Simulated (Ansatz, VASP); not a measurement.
**TiC in VASP and in Ansatz**

INCAR

```
PREC     = Accurate       # precision mode
ENCUT    = 520            # plane-wave cutoff, eV
EDIFF    = 1E-7           # SCF threshold, eV
ISMEAR   = 0              # smearing method
SIGMA    = 0.15           # smearing width, eV
LREAL    = F              # projectors in reciprocal space
LASPH    = T              # aspherical terms in the spheres
NELM     = 100            # most SCF steps
ALGO     = Normal         # electronic algorithm
ISIF     = 2              # what is computed and relaxed
LWAVE    = F              # write WAVECAR
LCHARG   = F              # write CHGCAR
GGA      = PE             # functional
NBANDS   = 15             # bands
```

File KPOINTS:

```
regular mesh
0
Gamma
  8 8 8
```

POSCAR

```
TiC
1.0
    0.0000000000      2.1593000000      2.1593000000
    2.1593000000      0.0000000000      2.1593000000
    2.1593000000      2.1593000000      0.0000000000
Ti C
1 1
Direct
    0.0312300000      0.9477500000      0.9829100000
    0.4506422174      0.5240477826      0.4891277826
```

Input for Ansatz:

```yaml
crystal:
  lattice:
    - [0.0, 2.1593, 2.1593]
    - [2.1593, 0.0, 2.1593]
    - [2.1593, 2.1593, 0.0]
  atoms:
    - { symbol: Ti, position: [0.03123, 0.94775, 0.98291] }
    - { symbol: C, position: [0.4506422173852637, 0.5240477826147362, 0.4891277826147363] }
basis:
  ecutwfc: 540.0
  xc_grid: 2
kpoints:
  mp_grid:
    grid: [8, 8, 8]
hamiltonian:
  xc: pbe
scf:
  convergence:
    dr2_threshold: 1.0e-09
  occupations:
    method: gaussian
    width: 0.15
output:
  forces: true
  stress: true
```

Alike in both runs: task single point; functional PBE; k mesh 8 × 8 × 8; occupations gaussian, width 0.15 eV; no spin polarisation.

```csv
,VASP,Ansatz
version,VASP 6.6.1,Ansatz 0.2.0
potentials or method,"VASP PAW PBE potentials, release 64 (Ti_sv, C), cutoff 520 eV","plane waves, PAW"
valence electrons in the cell,16,16
```

```tsv
	VASP	Ansatz	Ansatz less VASP
pressure (GPa)	9.7	9.4	-0.23
traceless stress, the component that is largest in VASP (GPa)	-6.68	-6.63	+0.052
rms of the force components (eV/Å)	1.225	1.218	-0.0064
```

Atom by atom the forces differ by 0.006 eV/Å (rms over components). Ansatz's warnings: stress scf threshold loose.
